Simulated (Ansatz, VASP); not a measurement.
## MoS2: VASP beside Ansatz

The input INCAR:

```
SYSTEM = MoS2
ALGO     = Normal         ! electronic algorithm
EDIFF    = 1E-8           ! SCF threshold, eV
ENCUT    = 520            ! plane-wave cutoff, eV
ISIF     = 2              ! what is computed and relaxed
ISMEAR   = -1             ! smearing method
ISPIN    = 2              ! spin polarisation
LASPH    = .TRUE.         ! aspherical terms in the spheres
LCHARG   = .FALSE.        ! write CHGCAR
LEFG     = .TRUE.       
LMAXMIX  = 4              ! l up to which the mixer works
LORBIT   = 11             ! projections on sites
LREAL    = .FALSE.        ! projectors in reciprocal space
LWAVE    = .FALSE.        ! write WAVECAR
MAGMOM   = 2 2 0 0 0 0    ! initial moments
NBANDS   = 39             ! bands
NELM     = 150            ! most SCF steps
PREC     = Accurate       ! precision mode
SIGMA    = 0.02           ! smearing width, eV
```

The input KPOINTS:

```
k-points
0
G
  11 11 3
  0 0 0
```

The input POSCAR:

```
MoS2
1.0
    3.1690000000      0.0000000000      0.0000000000
   -1.5845000000      2.7444345046      0.0000000000
    0.0000000000      0.0000000000     12.3240000000
Mo S
2 4
Direct
    0.3333333333      0.6666666667      0.2500000000
    0.6666666667      0.3333333333      0.7500000000
    0.3333333333      0.6666666667      0.6232737302
    0.6666666667      0.3333333333      0.1232737302
    0.3333333333      0.6666666667      0.8767262698
    0.6666666667      0.3333333333      0.3767262698
```

Input for Ansatz:

```yaml
crystal:
  lattice:
    - [3.169, 0.0, 0.0]
    - [-1.5845, 2.7444345046, 0.0]
    - [0.0, 0.0, 12.324]
  atoms:
    - { symbol: Mo, position: [0.3333333333, 0.6666666667, 0.25], spin: 2.0 }
    - { symbol: Mo, position: [0.6666666667, 0.3333333333, 0.75], spin: 2.0 }
    - { symbol: S, position: [0.3333333333, 0.6666666667, 0.6232737302] }
    - { symbol: S, position: [0.6666666667, 0.3333333333, 0.1232737302] }
    - { symbol: S, position: [0.3333333333, 0.6666666667, 0.8767262698] }
    - { symbol: S, position: [0.6666666667, 0.3333333333, 0.3767262698] }
magnetization:
  spin_polarized: true
kpoints:
  mp_grid: { grid: [11, 11, 3] }
scf:
  occupations: { method: fermi_dirac, width: 0.02 }
hamiltonian:
  xc: lda
  pseudopotentials: { kind: paw }
output:
  forces: true
  stress: true
  populations: true
  efg:
    quadrupole_moments_barn: { Mo: -0.022, S: -0.0694 }
    contact_densities: true
  write_density: true
  write_potential: true
  elf: true
  volumetric_format: npy
```

Alike in both runs: task electric field gradients; functional LDA; k mesh 11 × 11 × 3; occupations fermi-dirac, width 0.02 eV; collinear spin.

|  | VASP | Ansatz |
| --- | --- | --- |
| version | VASP 6.6.1 | Ansatz 0.2.0 |
| potentials or method | VASP PAW LDA potentials, release 64 (Mo_sv, S) | plane-wave PAW, scalar-relativistic |
| plane-wave cutoff (eV) | 520 | 420 |
| valence electrons in the cell | 52 | 52 |

Ansatz gave:

- gap on the k mesh at the Fermi level (eV): 0.80
- pressure (GPa): -5.4
- traceless stress, the component that is largest in VASP (GPa): 0.55
- rms of the force components (eV/Å): 0.197
- net moment per atom (μB): 0.00
- size of Vzz on the site where it differs most (V/Å²): 77.3

What did VASP give for the same quantities?

gap on the k mesh at the Fermi level (eV): 0.81; pressure (GPa): -5.2; traceless stress, the component that is largest in VASP (GPa): 0.53; rms of the force components (eV/Å): 0.189; net moment per atom (μB): 0.00; size of Vzz on the site where it differs most (V/Å²): 82.0.

LDA's correlation is that of Perdew and Zunger in VASP and of Perdew and Wang (1992) in Ansatz. Atom by atom the forces differ by 0.008 eV/Å (rms over components). Ansatz's warnings: seeded moment not kept.
